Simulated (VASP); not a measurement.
A run of VASP 6.6.1:

INCAR

```
SYSTEM = Y
PREC = Accurate ; ENCUT = 500
EDIFF = 1E-7 ; ISMEAR = 1
SIGMA = 0.05 ; LREAL = .FALSE.
LASPH = .TRUE. ; NELM = 120
ALGO = Normal ; ISIF = 3
LWAVE = .FALSE. ; LCHARG = .FALSE.
IBRION = 2 ; NSW = 80
EDIFFG = -0.03 ; PSTRESS = 150.0
GGA_COMPAT = .FALSE. ; NELMIN = 4
```

Contents of KPOINTS:

```
regular mesh
0
G
  16 16 16
  0 0 0
```

POSCAR

```
Y
1.0
    0.0000000000      2.5450000000      2.5450000000
    2.5450000000      0.0000000000      2.5450000000
    2.5450000000      2.5450000000      0.0000000000
Y
1
Direct
    0.0000000000      0.0000000000      0.0000000000
```

Potentials or basis: VASP PAW LDA potentials, release 64 (Y_sv).

The run is started by

```bash
$ cat potpaw_LDA.64/Y_sv/POTCAR > POTCAR
$ mpirun -np 1 vasp_std > vasp.out
```

Hardware: 1 thread of Intel(R) Xeon(R) Platinum 8488C (Sapphire Rapids) (shared host).

Q: Estimate the wall time of this run.

A: It took 99 s on 1 thread of Intel(R) Xeon(R) Platinum 8488C (Sapphire Rapids), with other jobs on the host, peak memory 0.21 GiB. Counts: scf iterations 43, k points 145, ion steps 4.
